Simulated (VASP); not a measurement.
HfO2: single point with PBE

The system is HfO2.

```
Hf O
1.0
     5.09761    0.00000    0.00000
     0.00000   -5.09761    0.00000
     0.00000    0.00000   -5.09761
Hf O
4 8
Direct
  0.95586 0.00000 0.00000
  0.50000 0.50000 0.00000
  0.50000 0.00000 0.50000
  0.00000 0.50000 0.50000
  0.25000 0.25000 0.25000
  0.75000 0.75000 0.25000
  0.75000 0.25000 0.75000
  0.25000 0.75000 0.75000
  0.75000 0.75000 0.75000
  0.25000 0.25000 0.75000
  0.25000 0.75000 0.25000
  0.75000 0.25000 0.25000
```

This cell differs from its parent crystal: atom 1 (Hf) moved -0.225 Å along Cartesian [1 0 0].

| Item | Value |
| --- | --- |
| Program | VASP 6.6.1 |
| Task | single point |
| Functional | PBE |
| Potentials or basis | VASP PAW PBE potentials, release 64 (Hf_pv, O) |
| Cutoff | 520 eV |
| k mesh | 6 × 6 × 6 |
| Occupations | gaussian, width 0.05 eV |
| Spin | no spin polarisation |
| Dipole correction | no |
| Further INCAR settings | ALGO = Normal; EDIFF = 1e-06; NBANDS = 56 |

* Pressure: -2.1 GPa
* Largest force: 3.316 eV/Å
* Band gap on the k mesh: 3.37 eV

Forces on the atoms (eV/Å):
```
Hf   3.316  0.000  0.000
Hf  -1.961  0.000  0.000
Hf  -1.961  0.000  0.000
Hf   1.886  0.000  0.000
O   -0.019 -0.093 -0.093
O   -0.301  0.132 -0.132
O   -0.301 -0.132  0.132
O   -0.019  0.093  0.093
O   -0.301  0.132  0.132
O   -0.019 -0.093  0.093
O   -0.019  0.093 -0.093
O   -0.301 -0.132 -0.132
```

Stress tensor (GPa, compression positive):
```
-2.61  0.00  0.00
 0.00 -1.79  0.00
 0.00  0.00 -1.79
```

Levels at points of the mesh, in eV from the valence-band top:
```csv
k point,band 41,band 42,band 43,band 44,band 45,band 46,band 47,band 48
"(0.00, 0.00, 0.00)",-0.67,-0.31,-0.23,0.00,3.37,3.46,3.46,3.55
"(0.50, 0.00, 0.00)",-0.52,-0.52,-0.41,-0.15,3.75,4.01,4.10,4.36
"(0.00, 0.50, 0.00)",-0.95,-0.88,-0.39,-0.26,4.10,4.15,4.21,4.33
"(0.50, 0.50, 0.00)",-1.39,-1.38,-0.55,-0.53,3.69,3.85,4.12,4.18
"(0.00, 0.50, 0.50)",-1.10,-1.00,-0.94,-0.94,3.96,3.96,4.01,4.04
"(0.50, 0.50, 0.50)",-2.04,-2.04,-1.99,-1.99,4.21,4.21,4.23,4.23
```

Run time: 4.6 min on 1 thread of Intel(R) Xeon(R) Platinum 8259CL CPU @ 2.50GHz (Skylake/Cascade Lake), with other jobs on the host, peak memory 0.37 GiB.

Caveat: the cell differs from its parent crystal (atom 1 (Hf) moved -0.225 Å along Cartesian [1 0 0]); spin-orbit coupling is left out, which moves the levels of the heavy elements; forces of over 1 eV/Å act on the atoms, so gaps and moduli don't describe the material at rest. A k mesh can miss the band edges.
